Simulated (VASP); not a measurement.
Zn12O (a cell with a defect), 13 atoms in the cell. The cell holds a defect, 13 atoms: a = 5.320 Å, b = 7.980 Å, c = 4.937 Å, α = 90.00°, β = 90.00°, γ = 120.00°. 

| Quantity | Value |
| --- | --- |
| Program | VASP 6.6.1 |
| Task | single point |
| Functional | PBE |
| Potentials or basis | VASP PAW PBE potentials, release 64 (Zn, O) |
| Cutoff | 520 eV |
| k mesh | 2 × 2 × 2 |
| Occupations | fermi-dirac, width 0.15 eV |
| Spin | no spin polarisation |
| Dipole correction | no |
| Further INCAR settings | ALGO = Normal; EDIFF = 1e-06; NBANDS = 87 |

Potentials or basis: VASP PAW PBE potentials, release 64 (Zn, O).

Command:

```bash
$ cat potpaw_PBE.64/Zn/POTCAR potpaw_PBE.64/O/POTCAR > POTCAR
$ mpirun -np 1 vasp_std > vasp.out
```

Hardware: 1 thread of Intel Xeon 6975P-C, with other jobs on the host.

Q: How long does it take, and how much memory?

A: It took 3 min on 1 thread of Intel Xeon 6975P-C (shared host), peak memory 0.33 GiB. Counts: scf iterations 17, k points 8.
